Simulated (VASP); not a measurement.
A run of VASP 6.6.1:

The input INCAR:

```
SYSTEM = Al2Ru
  ALGO = Fast
  EDIFF = 1E-7
  ENCUT = 520
  GGA = PS
  ISIF = 2
  ISMEAR = 0
  LASPH = .TRUE.
  LCHARG = .FALSE.
  LREAL = .FALSE.
  LWAVE = .FALSE.
  NBANDS = 52
  NELM = 60
  PREC = Accurate
  SIGMA = 0.15
```

Contents of KPOINTS:

```
k-points
0
G
  15 15 3
  0 0 0
```

The input POSCAR:

```
Al2Ru
1.0
   -3.1213577640      0.0000000000      0.0000000000
    0.0000000000     -3.1213577640      0.0000000000
    0.0000000000      0.0000000000     16.8462082954
Al Ru
8 4
Direct
    0.5000000000      0.5000000000      0.5795380412
    1.0000000000      1.0000000000      0.3295380412
    0.5000000000      0.5000000000      0.0795380412
    1.0000000000      1.0000000000      0.8295380412
    0.0000000000      0.0000000000      0.1704619588
    0.5000000000      0.5000000000      0.9204619588
    0.0000000000      0.0000000000      0.6704619588
    0.5000000000      0.5000000000      0.4204619588
    0.0000000000      0.0000000000      0.5000000000
    0.5000000000      0.5000000000      0.2500000000
    0.0000000000      0.0000000000      0.0000000000
    0.5000000000      0.5000000000      0.7500000000
```

Potentials or basis: VASP PAW PBE potentials, release 64 (Al, Ru_pv).

Command:

```console
$ cat potpaw_PBE.64/Al/POTCAR potpaw_PBE.64/Ru_pv/POTCAR > POTCAR
$ mpirun -np 1 vasp_std > vasp.out
```

Hardware: 1 thread of Oxide Virtual Turin-like Processor (shared host).

Estimate the wall time of this run.

Wall time 21 min on 1 thread of Oxide Virtual Turin-like Processor, with other jobs on the host, peak memory 0.52 GiB. Counts: scf iterations 19, k points 72.
